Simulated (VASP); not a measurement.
# Cu (P6_3/mmc) in VASP: notebook

Cu is run at these levels: PBEsol; tasks: single point, relaxation of cell and atoms.

Everything below comes from runs of VASP 6.6.1. Logs are shortened: lines on timing, memory, paths and dates and some standing lists are left out, and cuts for length are marked.

### 1 The cell of the first run

It takes space group P6_3/mmc (No. 194, hexagonal). Conventional cell: a = 2.502 Å, b = 2.502 Å, c = 8.482 Å, α = 90.00°, β = 90.00°, γ = 120.00°. Cu (site symmetry -3m) has 12 Cu at 2.50 to 2.57 Å within 3.3 Å. Within 3.3 Å of Cu (site symmetry -6m2) lie 12 Cu at 2.50 to 2.57 Å.

### 2 Single point, PBEsol (uniaxial strain along c: +3.0 %, then relaxed in part)

The input, INCAR:

```
SYSTEM = Cu
  PREC = Accurate
  ENCUT = 520
  EDIFF = 1E-6
  ISMEAR = 0
  SIGMA = 0.1
  LREAL = .FALSE.
  LASPH = .TRUE.
  NELM = 80
  ALGO = Fast
  ISIF = 2
  LWAVE = .FALSE.
  LCHARG = .FALSE.
  GGA = PS
  NBANDS = 30
```

The input, KPOINTS:

```
regular mesh
0
G
  24 24 6
  0 0 0
```

The input, POSCAR:

```
Cu
1.0
    2.5021308953      0.0000000000      0.0000000000
   -1.2510654476      2.1669089190      0.0000000000
    0.0000000000      0.0000000000      8.4823124229
Cu
4
Direct
    0.0000000000      0.0000000000      0.0000000000
    0.3333333331      0.6666666669      0.2500000000
    0.0000000000      0.0000000000      0.5000000000
    0.6666666669      0.3333333331      0.7500000000
```

Potentials or basis: VASP PAW PBE potentials, release 64 (Cu).

Launch:

```bash
> cat potpaw_PBE.64/Cu/POTCAR > POTCAR
> mpirun -np 1 vasp_std > vasp.out
```

OUTCAR:

```text
SYSTEM = Cu
   PREC = Accurate
   ENCUT = 520
   EDIFF = 1E-6
   ISMEAR = 0
   LREAL = .FALSE.
   LASPH = .TRUE.
   NELM = 80
   ISIF = 2
   GGA = PS

 ion  position               nearest neighbor table
   1  0.000  0.000  0.000-   2 2.57   4 2.57   4 2.57   2 2.57   4 2.57   2 2.57
   2  0.333  0.667  0.250-   1 2.57   3 2.57   1 2.57   3 2.57   1 2.57   3 2.57
   3  0.000  0.000  0.500-   2 2.57   4 2.57   4 2.57   2 2.57   4 2.57   2 2.57
   4  0.667  0.333  0.750-   1 2.57   3 2.57   1 2.57   3 2.57   1 2.57   3 2.57

  LATTYP: Found a hexagonal cell.
 ALAT       =     2.5021308953
 C/A-ratio  =     3.3900354449

  Lattice vectors:

 A1 = (   2.5021308953,   0.0000000000,   0.0000000000)
 A2 = (  -1.2510654476,   2.1669089190,   0.0000000000)
 A3 = (   0.0000000000,   0.0000000000,   8.4823124229)

Analysis of symmetry for initial positions (statically):
=====================================================================
 Subroutine PRICEL returns:
 Original cell was already a primitive cell.

 Routine SETGRP: Setting up the symmetry group for a
 hexagonal supercell.

 Subroutine GETGRP returns: Found 24 space group operations
 (whereof 12 operations were pure point group operations)
 out of a pool of 24 trial point group operations.

The static configuration has the point symmetry D_3d.
 The point group associated with its full space group is D_6h.

Analysis of symmetry for dynamics (positions and initial velocities):
=====================================================================
 Subroutine PRICEL returns:
 Original cell was already a primitive cell.

 Routine SETGRP: Setting up the symmetry group for a
 hexagonal supercell.

 Subroutine GETGRP returns: Found 24 space group operations
 (whereof 12 operations were pure point group operations)
 out of a pool of 24 trial point group operations.

The dynamic configuration has the point symmetry D_3d.
 The point group associated with its full space group is D_6h.

 Subroutine INISYM returns: Found 24 space group operations
 (whereof 12 operations are pure point group operations),
 and found     1 'primitive' translations

----------------------------------------------------------------------------------------

                                     Primitive cell

  volume of cell :      45.9902

  direct lattice vectors                    reciprocal lattice vectors
[... 86 lines left out ...]
   LNONCOLLINEAR =      F non collinear calculations
   LSORBIT =      F    spin-orbit coupling
   LASPH  =      T    aspherical Exc in radial PAW
   ENCUT  =  520.0 eV  38.22 Ry    6.18 a.u.   4.65  4.65 15.77*2*pi/ulx,y,z
   NELM   =     80;   NELMIN=  2; NELMDL= -5     # of ELM steps
   EDIFF  = 0.1E-05   stopping-criterion for ELM
   LREAL  =      F    real-space projection
   EDIFFG = 0.1E-04   stopping-criterion for IOM
   NSW    =      0    number of steps for IOM
   IBRION =     -1    ionic relax: 0-MD 1-quasi-New 2-CG
   NFREE  =      0    steps in history (QN), initial steepest desc. (CG)
   ISIF   =      2    stress and relaxation
   ISYM   =      2    0-nonsym 1-usesym 2-fastsym
   POTIM  = 0.5000    time-step for ionic-motion
   TEBEG  =    0.0;   TEEND  =   0.0 temperature during run
   PSTRESS=    0.0 pullay stress
   NELECT =      44.0000    total number of electrons
   NUPDOWN=      -1.0000    fix difference up-down
   EMIN   =  10.00;   EMAX   =-10.00  energy-range for DOS
   EFERMI =   0.00;   METHOD = LEGACY
   ISMEAR =     0;   SIGMA  =   0.10  broadening in eV -4-tet -1-fermi 0-gaus
   EFERMI_NEDOS =   21; number of points for ismear=-14 and -15
   IALGO  =     68    algorithm
   IMIX   =      4    mixing-type and parameters
     AMIX     =   0.40;   BMIX     =  1.00
     AMIX_MAG =   1.60;   BMIX_MAG =  1.00
  volume/ion in A,a.u.               =      11.50        77.59
  Fermi-wavevector in a.u.,A,eV,Ry     =   1.613135  3.048383 35.405146  2.602205
  Thomas-Fermi vector in A             =   2.708253
   LORBIT       =      0    0 simple, 1 ext, 2 COOP (PROOUT), +10 PAW based schemes
   GGA     = PS    functional components
   LHFCALC =     F    Hartree Fock is set to
   AEXX    =    0.0000 exact exchange contribution
   IVDW    =     0    specifies the selected vdW correction
   LEPSILON=     F    determine dielectric tensor
   LRPA    =     F    only Hartree local field effects (RPA)
 non-spin polarized calculation
 RMM-DIIS sequential band-by-band and
 Gauss-broadening in eV      SIGMA  =   0.10
  energy-cutoff  :      520.00
  volume of cell :       45.99
 maximum number of plane-waves:      1261
 NGX is ok and might be reduce to    20
   NGX =  9   NGY =  9   NGZ = 31

 number of electron      44.0000052 magnetization

 Free energy of the ion-electron system (eV)
  ---------------------------------------------------
  ext. energy  EPLUGINS =         0.00000000
  ---------------------------------------------------
  free energy    TOTEN  =       -17.19649003 eV

  energy without entropy =      -17.19103341  energy(sigma->0) =      -17.19376172

 E-fermi :   7.7387     XC(G=0): -13.0640

 val. band max:        7.7385195050   @ k =   0.0833   0.0417   0.0000
 cond. band min:       7.7610727239   @ k =   0.4583   0.0417   0.5000
 fundamental gap:      0.0225532189
 Fermi energy:         7.7387481697

 k-point     1 :       0.0000    0.0000    0.0000
  band No.  band energies     occupation
      1      -1.8590      2.00000
      2       0.1875      2.00000
      3       0.1939      2.00000
      4       2.4019      2.00000
      5       4.2808      2.00000
      6       4.2822      2.00000
[... 781 lines left out ...]
     29      18.0070      0.00000
     30      18.2247      0.00000

 [... further k-points ...]
[... 5 lines left out ...]
  --------------------------------------------------------------------------------------
  -------------------------------------------------------------------------------------
  Total        0.2229181      0.2229181     -1.7416154      0.0000000     -0.0000000     -0.0000000
  in kB        7.7658856      7.7658856    -60.6733372      0.0000000     -0.0000000     -0.0000000
  external PRESSURE =     -15.0471887 kB  Pullay stress =       0.0000000 kB

 VOLUME and BASIS-vectors are now :
 -----------------------------------------------------------------------------
  energy-cutoff  :      520.00
  volume of cell :       45.99
      direct lattice vectors                 reciprocal lattice vectors
     2.502130895  0.000000000  0.000000000     0.399659347  0.230743432  0.000000000
    -1.251065448  2.166908919  0.000000000     0.000000000  0.461486863  0.000000000
     0.000000000  0.000000000  8.482312423     0.000000000  0.000000000  0.117892380

 POSITION                                       TOTAL-FORCE (eV/Angst)
 -----------------------------------------------------------------------------------
      0.00000      0.00000      0.00000        -0.000000      0.000000     -0.000000
     -0.00000      1.44461      2.12058        -0.000000      0.000000     -0.000000
      0.00000      0.00000      4.24116         0.000000      0.000000     -0.000000
      1.25107      0.72230      6.36173         0.000000     -0.000000      0.000000
 -----------------------------------------------------------------------------------
    total drift:                                0.000000     -0.000000      0.000000

  FREE ENERGIE OF THE ION-ELECTRON SYSTEM (eV)
  ---------------------------------------------------
  free  energy   TOTEN  =       -17.1964900276 eV

  energy  without entropy=      -17.1910334138  energy(sigma->0) =      -17.19376172
```

OSZICAR:

```text
N       E                     dE             d eps       ncg     rms          rms(c)
DAV:   1     0.331449891369E+03    0.33145E+03   -0.19859E+04 15648   0.264E+03
DAV:   2     0.872521411455E+01   -0.32272E+03   -0.31067E+03 14640   0.392E+02
DAV:   3    -0.208136859782E+02   -0.29539E+02   -0.27800E+02 16122   0.165E+02
DAV:   4    -0.215757516860E+02   -0.76207E+00   -0.76056E+00 16812   0.358E+01
DAV:   5    -0.215860425826E+02   -0.10291E-01   -0.10290E-01 18556   0.408E+00    0.169E+01
RMM:   6    -0.187213992612E+02    0.28646E+01   -0.34940E+01 16149   0.885E+01    0.915E+00
RMM:   7    -0.172204036067E+02    0.15010E+01   -0.67933E+00 15875   0.416E+01    0.177E+00
RMM:   8    -0.171962497233E+02    0.24154E-01   -0.27287E-01 17011   0.358E+00    0.304E-01
RMM:   9    -0.171965523142E+02   -0.30259E-03   -0.40890E-02 17230   0.274E+00    0.170E-01
RMM:  10    -0.171963292065E+02    0.22311E-03   -0.91659E-03 17604   0.113E+00    0.657E-02
RMM:  11    -0.171965579248E+02   -0.22872E-03   -0.22694E-03 17880   0.549E-01    0.101E-01
RMM:  12    -0.171964563972E+02    0.10153E-03   -0.77178E-04 18056   0.251E-01    0.606E-03
RMM:  13    -0.171964858285E+02   -0.29431E-04   -0.28584E-04 18197   0.129E-01    0.615E-03
RMM:  14    -0.171964898380E+02   -0.40095E-05   -0.35718E-05 15619   0.644E-02    0.100E-02
RMM:  15    -0.171964894196E+02    0.41846E-06   -0.17597E-05 16113   0.539E-02    0.296E-03
RMM:  16    -0.171964900276E+02   -0.60802E-06   -0.76950E-06 12597   0.206E-02
   1 F= -.17196490E+02 E0= -.17193762E+02  d E =-.545661E-02
```

It took 5.1 min on 1 thread of Intel Xeon Platinum 8259CL at 2.50GHz (Skylake/Cascade Lake), shared host; peak memory 0.35 GiB.

What came out:

```yaml
Free_energy: -17.1965 eV
Pressure: -1.5 GPa
Band_gap_on_the_k_mesh: zero (band 22 reaches 11.35 eV, above the bottom of band 23 at 5.92 eV)
```

Stress tensor (GPa, compression positive):
```
 0.78  0.00  0.00
 0.00  0.78  0.00
 0.00  0.00 -6.07
```

Levels at points of the mesh, in eV from the Fermi level:
```tsv
k point	band 19	band 20	band 21	band 22	band 23	band 24	band 25	band 26
(0.00, 0.00, 0.00)	-2.10	-1.98	-1.98	-1.71	-1.71	-1.45	3.36	11.69
(0.50, 0.00, 0.00)	-1.54	-1.51	-0.61	0.38	1.05	1.63	4.80	4.82
(0.00, 0.00, 0.50)	-2.24	-2.24	-1.82	-1.82	-1.82	-1.82	6.33	6.33
(0.50, 0.00, 0.50)	-1.52	-1.52	0.08	0.08	1.41	1.41	5.23	5.23
```

Caveat: the cell differs from its parent crystal (uniaxial strain along c: +3.0 %, then relaxed in part); the PAW data sets were made with another functional, which shifts forces and pressure a little.

### 3 Single point, PBEsol (uniaxial strain along c: +4.5 %)

The input, INCAR:

```
PREC = Accurate ; ENCUT = 520
EDIFF = 1E-6 ; ISMEAR = 0
SIGMA = 0.1 ; LREAL = False
LASPH = True ; NELM = 80
ALGO = Fast ; ISIF = 2
LWAVE = False ; LCHARG = True
GGA = PS ; LELF = True
LVHAR = True ; NBANDS = 30
```

The input, KPOINTS:

```
regular mesh
0
Gamma
  24 24 6
```

The input, POSCAR:

```
Cu
1.0
    2.4914506962      0.0000000000      0.0000000000
   -1.2457253481      2.1576595952      0.0000000000
    0.0000000000      0.0000000000      8.6058412446
Cu
4
Direct
    0.0000000000      0.0000000000      0.0000000000
    0.3333333331      0.6666666669      0.2500000000
    0.0000000000      0.0000000000      0.5000000000
    0.6666666669      0.3333333331      0.7500000000
```

Potentials or basis: VASP PAW PBE potentials, release 64 (Cu).

Launch:

```bash
> cat potpaw_PBE.64/Cu/POTCAR > POTCAR
> mpirun -np 1 vasp_std > vasp.out
```

It took 5.1 min on 1 thread of Intel Xeon Platinum 8259CL at 2.50GHz (Skylake/Cascade Lake), shared host; peak memory 0.35 GiB.

It converged, with:

* Free energy: -17.1627 eV
* Pressure: -2.2 GPa
* Band gap on the k mesh: zero (band 22 reaches 11.38 eV, above the bottom of band 23 at 5.86 eV)

Stress tensor (GPa, compression positive):
```
 1.23  0.00  0.00
 0.00  1.23  0.00
 0.00  0.00 -9.00
```

Levels at points of the mesh, in eV from the Fermi level:
| k point | band 19 | band 20 | band 21 | band 22 | band 23 | band 24 | band 25 | band 26 |
| --- | --- | --- | --- | --- | --- | --- | --- | --- |
| (0.00, 0.00, 0.00) | -2.07 | -1.98 | -1.98 | -1.72 | -1.72 | -1.59 | 3.08 | 11.17 |
| (0.50, 0.00, 0.00) | -1.52 | -1.49 | -0.55 | 0.41 | 1.08 | 1.67 | 4.82 | 4.85 |
| (0.00, 0.00, 0.50) | -2.22 | -2.22 | -1.81 | -1.81 | -1.81 | -1.81 | 5.96 | 5.96 |
| (0.50, 0.00, 0.50) | -1.50 | -1.50 | 0.11 | 0.11 | 1.44 | 1.44 | 5.22 | 5.22 |

Caveat: the cell differs from its parent crystal (uniaxial strain along c: +4.5 %); the PAW data sets were made with another functional, which shifts forces and pressure a little.

### 4 Single point, PBEsol (uniaxial strain along c: +4.5 %, then relaxed in part)

The input, INCAR:

```
PREC = Accurate ; ENCUT = 520
EDIFF = 1E-6 ; ISMEAR = 0
SIGMA = 0.1 ; LREAL = F
LASPH = T ; NELM = 100
ALGO = Fast ; ISIF = 2
LWAVE = F ; LCHARG = T
GGA = PS ; LELF = T
LVHAR = T ; NBANDS = 30
```

The input, KPOINTS:

```
Automatic mesh
0
Gamma
  24 24 6
```

Changes to POSCAR since step 3:

```diff
@@ -2,4 +2,4 @@
 1.0
-    2.4914506962      0.0000000000      0.0000000000
-   -1.2457253481      2.1576595952      0.0000000000
+    2.4947001119      0.0000000000      0.0000000000
+   -1.2473500559      2.1604736717      0.0000000000
     0.0000000000      0.0000000000      8.6058412446
```

Launch:

```bash
> cat potpaw_PBE.64/Cu/POTCAR > POTCAR
> mpirun -np 1 vasp_std > vasp.out
```

It took 5.3 min on 1 thread of Intel Xeon Platinum 8259CL at 2.50GHz (Skylake/Cascade Lake), shared host; peak memory 0.35 GiB.

The run converged. Its results:

```yaml
Free_energy: -17.1635 eV
Pressure: -2.6 GPa
Band_gap_on_the_k_mesh: zero (band 22 reaches 11.33 eV, above the bottom of band 23 at 5.83 eV)
```

Stress tensor (GPa, compression positive):
```
 0.66  0.00  0.00
 0.00  0.66  0.00
 0.00  0.00 -9.22
```

Levels at points of the mesh, in eV from the Fermi level:
| k point | band 18 | band 19 | band 20 | band 21 | band 22 | band 23 | band 24 | band 25 | band 26 | band 27 |
| --- | --- | --- | --- | --- | --- | --- | --- | --- | --- | --- |
| (0.00, 0.00, 0.00) | -2.07 | -2.07 | -1.97 | -1.97 | -1.71 | -1.71 | -1.57 | 3.09 | 11.18 | 11.18 |
| (0.50, 0.00, 0.00) | -1.53 | -1.52 | -1.49 | -0.55 | 0.41 | 1.07 | 1.66 | 4.81 | 4.83 | 8.30 |
| (0.00, 0.00, 0.50) | -2.21 | -2.21 | -2.21 | -1.81 | -1.81 | -1.81 | -1.81 | 5.97 | 5.97 | 17.20 |
| (0.50, 0.00, 0.50) | -1.55 | -1.50 | -1.50 | 0.11 | 0.11 | 1.44 | 1.44 | 5.20 | 5.20 | 6.95 |

Caveat: the cell differs from its parent crystal (uniaxial strain along c: +4.5 %, then relaxed in part); the PAW data sets were made with another functional, which shifts forces and pressure a little.

### 5 Relaxation of cell and atoms, PBEsol

This run uses another cell than the first one, of 11.46 Å³/atom, 0.996 times its volume.

The input, INCAR:

```
SYSTEM = Cu
PREC = Accurate
ENCUT = 600
EDIFF = 1E-7
ISMEAR = 0
SIGMA = 0.1
LREAL = .False.
LASPH = .True.
NELM = 80
ALGO = Normal
ISIF = 3
LWAVE = .False.
LCHARG = .False.
GGA = PS
IBRION = 2
NSW = 100
EDIFFG = -0.005
```

The input, KPOINTS:

```
regular mesh
0
Gamma
  18 18 6
  0 0 0
```

The input, POSCAR:

```
Cu
1.0
    2.5307640267      0.0000000000      0.0000000000
   -1.2653820134      2.1917059381      0.0000000000
    0.0000000000      0.0000000000      8.2618150800
Cu
4
Direct
    0.0000000000      0.0000000000      0.0000000000
    0.3333333300      0.6666666700      0.2500000000
    0.0000000000      0.0000000000      0.5000000000
    0.6666666700      0.3333333300      0.7500000000
```

Potentials or basis: VASP PAW PBE potentials, release 64 (Cu).

Launch:

```bash
> cat potpaw_PBE.64/Cu/POTCAR > POTCAR
> mpirun -np 1 vasp_std > vasp.out
```

OUTCAR:

```text
SYSTEM = Cu
   PREC = Accurate
   ENCUT = 600
   EDIFF = 1E-7
   ISMEAR = 0
   LREAL = .False.
   LASPH = .True.
   NELM = 80
   ISIF = 3
   GGA = PS
   IBRION = 2
   NSW = 100
   EDIFFG = -0.005

 ion  position               nearest neighbor table
   1  0.000  0.000  0.000-   2 2.53   4 2.53   4 2.53   2 2.53   4 2.53   2 2.53
   2  0.333  0.667  0.250-   1 2.53   3 2.53   1 2.53   3 2.53   1 2.53   3 2.53
   3  0.000  0.000  0.500-   2 2.53   4 2.53   4 2.53   2 2.53   4 2.53   2 2.53
   4  0.667  0.333  0.750-   1 2.53   3 2.53   1 2.53   3 2.53   1 2.53   3 2.53

  LATTYP: Found a hexagonal cell.
 ALAT       =     2.5307640267
 C/A-ratio  =     3.2645537051

  Lattice vectors:

[... 298 lines left out ...]

 number of electron      44.0000009 magnetization

 Free energy of the ion-electron system (eV)
  ---------------------------------------------------
  ext. energy  EPLUGINS =         0.00000000
  ---------------------------------------------------
  free energy    TOTEN  =       -17.21774915 eV

  energy without entropy =      -17.21055863  energy(sigma->0) =      -17.21415389

 E-fermi :   7.8191     XC(G=0): -13.1284

 val. band max:        7.8026299370   @ k =   0.2222   0.1111   0.3333
 cond. band min:       7.8295655815   @ k =   0.2778   0.1667   0.0000
 fundamental gap:      0.0269356445
 Fermi energy:         7.8191267527

 k-point     1 :       0.0000    0.0000    0.0000
  band No.  band energies     occupation
      1      -1.8061      2.00000
      2       0.3659      2.00000
      3       0.3740      2.00000
      4       2.5639      2.00000
      5       4.4595      2.00000
      6       4.4634      2.00000
[... 685 lines left out ...]
     25      13.3853      0.00000
     26      13.4476      0.00000

 [... further k-points ...]
[... 5 lines left out ...]
  --------------------------------------------------------------------------------------
  -------------------------------------------------------------------------------------
  Total       -0.0156475     -0.0156475      0.0137080      0.0000000     -0.0000000      0.0000000
  in kB       -0.5510049     -0.5510049      0.4827090      0.0000000     -0.0000000      0.0000000
  external PRESSURE =      -0.2064336 kB  Pullay stress =       0.0000000 kB
[... 19 lines left out ...]
  FREE ENERGIE OF THE ION-ELECTRON SYSTEM (eV)
  ---------------------------------------------------
  free  energy   TOTEN  =       -17.2177491480 eV

  energy  without entropy=      -17.2105586284  energy(sigma->0) =      -17.21415389

 reached required accuracy - stopping structural energy minimisation
```

Run time: 9.3 min. Hardware: 1 thread of Intel Xeon 6975P-C, shared host; peak memory 0.29 GiB.

Results:

```
Free energy                            : -17.2177 eV
Relaxed volume                         : 11.37 Å³/atom
Relaxed cell                           : a = 2.524 Å, b = 2.524 Å, c = 8.244 Å, α = 90.00°, β = 90.00°, γ = 120.00°
Space group after relaxing (to 0.05 Å) : P6_3/mmc (No. 194)
Energy gained by relaxing              : 0.3 meV/atom
Ionic steps                            : 4
Pressure after relaxing                : 0.0 GPa
Band gap on the k mesh                 : zero (band 22 reaches 11.28 eV, above the bottom of band 23 at 6.05 eV)
```

The path:
```
step  energy change (eV)  largest force (eV/Å)  pressure (GPa)  volume (Å³)
   1              0.0000                0.0000           -1.15        45.83
   2             -0.0007                0.0000            0.71        45.28
   3             -0.0012                0.0000            0.03        45.49
   4             -0.0012                0.0000           -0.02        45.50
```

Final structure:
```xyz
4
Lattice="2.5245 0.0000 0.0000 -1.2622 2.1863 0.0000 0.0000 0.0000 8.2438" Properties=species:S:1:pos:R:3 pbc="T T T"
Cu    0.0000    0.0000    0.0000
Cu    0.0000    1.4575    2.0610
Cu    0.0000    0.0000    4.1219
Cu    1.2622    0.7288    6.1829
```

Caveat: the PAW data sets were made with another functional, which shifts forces and pressure a little.

### 6 Overview

```csv
task,cell,k mesh,cutoff (eV),gap on the mesh (eV),pressure (GPa)
single point,"a = 2.502, b = 2.502, c = 8.482 Å, angles 90.0, 90.0, 120.0°, 4 atoms",24 × 24 × 6,520,none,-1.5
single point,"a = 2.491, b = 2.491, c = 8.606 Å, angles 90.0, 90.0, 120.0°, 4 atoms",24 × 24 × 6,520,none,-2.2
single point,"a = 2.495, b = 2.495, c = 8.606 Å, angles 90.0, 90.0, 120.0°, 4 atoms",24 × 24 × 6,520,none,-2.6
relaxation of cell and atoms,"relaxed from a = 2.531, b = 2.531, c = 8.262 Å, angles 90.0, 90.0, 120.0°, 4 atoms",18 × 18 × 6,600,none,0.0
```

Alike in all rows: level PBEsol; potentials or basis VASP PAW PBE potentials, release 64 (Cu); no spin polarisation; smearing gaussian 0.1 eV.

Caveats: the PAW data sets were made with another functional, which shifts forces and pressure a little.

Total energies depend on the potentials used, so only differences within one code and one set of settings carry meaning.
